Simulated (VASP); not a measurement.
**Ge: single point with PBEsol**

Crystal: Ge.

```
Ge
1.0
    -1.57486    1.57486    2.39592
     1.57486   -1.57486    2.39592
     1.57486    1.57486   -2.39592
Ge
1
Cartesian
  0.0000 0.0000 0.0000
```

```json
{
  "Program": "VASP 6.6.1",
  "Task": "single point",
  "Functional": "PBEsol",
  "Potentials or basis": "VASP PAW PBE potentials, release 64 (Ge_d)",
  "Cutoff": "520 eV",
  "k mesh": "8 × 8 × 8",
  "Occupations": "gaussian, width 0.1 eV",
  "Spin": "no spin polarisation"
}
```

```json
{"Pressure": "-10.4 GPa", "Band gap on the k mesh": "zero (band 7 reaches 11.31 eV, above the bottom of band 8 at 2.94 eV)"}
```

Stress tensor (GPa, compression positive):
```
-10.12   0.00   0.00
  0.00 -10.12   0.00
  0.00   0.00 -11.10
```

Levels at points of the mesh, in eV from the Fermi level:
| k point | band 5 | band 6 | band 7 | band 8 | band 9 | band 10 |
| --- | --- | --- | --- | --- | --- | --- |
| (0.00, 0.00, 0.00) | -24.67 | -11.52 | 6.83 | 6.91 | 6.91 | 12.28 |
| (0.50, 0.00, 0.00) | -24.65 | -7.58 | -4.34 | 4.73 | 5.92 | 9.47 |
| (0.50, 0.50, 0.00) | -24.64 | -5.62 | -3.13 | 1.61 | 2.18 | 5.38 |
| (0.50, 0.50, 0.50) | -24.65 | -6.58 | -3.72 | 2.80 | 2.80 | 6.40 |

Run time: 5.3 s on 1 thread of Intel(R) Xeon(R) 6975P-C (Granite Rapids), on a shared host, peak memory 0.14 GiB.

Caveat: the PAW data sets were made with another functional, which shifts forces and pressure a little.
